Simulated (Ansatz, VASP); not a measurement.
**One calculation of Ti, two programs**

```
Ti
1.0
    -1.70543    1.70543    1.70543
     1.70543   -1.70543    1.70543
     1.70543    1.70543   -1.70543
Ti
1
Direct
  0.00000 0.00000 0.00000
```

Alike in both runs: task single point; functional revPBE; k mesh 15 × 15 × 15; occupations fermi-dirac, width 0.1 eV; no spin polarisation.

|  | VASP | Ansatz |
| --- | --- | --- |
| version | VASP 6.6.1 | Ansatz 0.2.0 |
| potentials or method | VASP PAW PBE potentials, release 64 (Ti_sv), cutoff 520 eV | plane waves (420 eV) with PAW, scalar-relativistic |
| valence electrons in the cell | 12 | 12 |

|  | VASP | Ansatz | Ansatz less VASP |
| --- | --- | --- | --- |
| pressure (GPa) | -9.4 | -9.3 | +0.11 |

VASP's potentials were made for PBE, not for revPBE.
